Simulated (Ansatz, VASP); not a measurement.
**HPt6 in VASP and in Ansatz**

```
Pt H
1.0
     5.61433    0.00000    0.00000
    -2.80716    4.86215    0.00000
     0.00000    0.00000   22.61927
Pt H
12 2
Direct
  0.33333 0.16667 0.17684
  0.33333 0.66667 0.17684
  0.83333 0.16667 0.17684
  0.83333 0.66667 0.17684
  0.16667 0.33333 0.27895
  0.16667 0.83333 0.27895
  0.66667 0.33333 0.27895
  0.66667 0.83333 0.27895
  0.00000 0.00000 0.38106
  0.00000 0.50000 0.38106
  0.50000 0.00000 0.38106
  0.50000 0.50000 0.38106
  0.21658 0.43316 0.44339
  0.28342 0.56684 0.44339
```

Alike in both runs: task single point; functional PBE; k mesh 6 × 6 × 1; occupations gaussian, width 0.1 eV; no spin polarisation.

|  | VASP | Ansatz |
| --- | --- | --- |
| version | VASP 6.6.1 | Ansatz 0.2.0 |
| potentials or method | VASP PAW PBE potentials, release 64 (Pt, H), cutoff 520 eV | scalar-relativistic, plane waves, PAW |
| valence electrons in the cell | 122 | 218 |

|  | VASP | Ansatz | Ansatz less VASP |
| --- | --- | --- | --- |
| gap on the k mesh at the Fermi level (eV) | none | none | - |
| rms of the force components (eV/Å) | 1.691 | 1.683 | -0.0080 |
| work function, face that differs most (eV) | 5.78 | 5.79 | +0.002 |

Atom by atom the forces differ by 0.012 eV/Å (rms over components). A gap of «none» marks a metal or a gap that the smearing closes. With one functional, cell and mesh, what is left measures potentials, basis and numerics. VASP's potentials hold 122 valence electrons a cell and Ansatz's 218, so a difference there can come from the potentials and not from the codes.

Neither program's run includes spin-orbit coupling.
